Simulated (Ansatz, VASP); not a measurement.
## I: VASP beside Ansatz

```
CELL_PARAMETERS angstrom
-1.70661 1.70661 1.70661
1.70661 -1.70661 1.70661
1.70661 1.70661 -1.70661
ATOMIC_POSITIONS crystal
I 0.00000 0.00000 0.00000
```

Change from the starting cell: volume scaled by 0.55, norm-conserving files.

Alike in both runs: task single point; functional PBE; k mesh 13 × 13 × 13; occupations fermi-dirac, width 0.1 eV; no spin polarisation.

|  | VASP | Ansatz |
| --- | --- | --- |
| version | VASP 6.6.1 | Ansatz 0.2.0 |
| potentials or method | VASP PAW PBE potentials, release 64 (I) | norm-conserving pseudopotentials, scalar-relativistic |
| plane-wave cutoff (eV) | 520 | 952 |
| valence electrons in the cell | 7 | 7 |

|  | VASP | Ansatz | Ansatz less VASP |
| --- | --- | --- | --- |
| pressure (GPa) | 63.0 | 63.1 | +0.04 |

Both programs put the cell under a high pressure, so it lies far from rest at this level. With one functional, cell and mesh, what is left measures potentials, basis and numerics.

Spin-orbit coupling is off throughout. Noted on VASP's run: the cell as given lies far from equilibrium.
